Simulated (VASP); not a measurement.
A run of VASP 6.6.1 is set up as follows.

INCAR

```
SYSTEM = Be3Se2O
PREC = Accurate ; ENCUT = 520
EDIFF = 1E-6 ; ISMEAR = 0
SIGMA = 0.02 ; LREAL = .FALSE.
LASPH = .TRUE. ; NELM = 60
ALGO = Normal ; ISIF = 2
LWAVE = .FALSE. ; LCHARG = .FALSE.
GGA = PE ; NBANDS = 36
```

The input KPOINTS:

```
Automatic mesh
0
G
  6 6 4
  0 0 0
```

Contents of POSCAR:

```
Be3Se2O
1.0
    4.9768518196     -2.8083067546      0.0000000000
    4.9768518196      2.8083067546      0.0000000000
    0.0000000000      0.0000000000      5.3293700832
Be Se O
6 4 2
Direct
    0.8389768091      0.4296593959      0.4145307997
    0.5703406041      0.1610231909      0.4145307997
    0.1088170804      0.8911829196      0.3247815920
    0.4296593959      0.8389768091      0.9145307997
    0.1610231909      0.5703406041      0.9145307997
    0.8911829196      0.1088170804      0.8247815920
    0.8353425626      0.4835588692      0.0068939657
    0.4835588692      0.8353425626      0.5068939657
    0.1646574374      0.5164411308      0.5068939657
    0.5164411308      0.1646574374      0.0068939657
    0.8543172953      0.1456827047      0.5015688773
    0.1456827047      0.8543172953      1.0015688773
```

Potentials or basis: VASP PAW PBE potentials, release 64 (Be, Se, O).

Launch:

```console
$ cat potpaw_PBE.64/Be/POTCAR potpaw_PBE.64/Se/POTCAR potpaw_PBE.64/O/POTCAR > POTCAR
$ mpirun -np 1 vasp_std > vasp.out
```

Estimate the largest force.

0.012 eV/Å.

Predict the pressure.

7.3 GPa.

Predict the band gap on the k mesh.

3.00 eV, indirect (least direct gap 3.27 eV).

Forces on the atoms (eV/Å):
```
Be   0.008  0.003  0.003
Be  -0.008  0.003  0.003
Be   0.000  0.001 -0.012
Be   0.008 -0.003  0.003
Be  -0.008 -0.003  0.003
Be   0.000 -0.001 -0.012
Se   0.002  0.001 -0.003
Se   0.002 -0.001 -0.003
Se  -0.002 -0.001 -0.003
Se  -0.002  0.001 -0.003
O    0.000 -0.005  0.011
O    0.000  0.005  0.011
```

 A k mesh can miss the band edges.
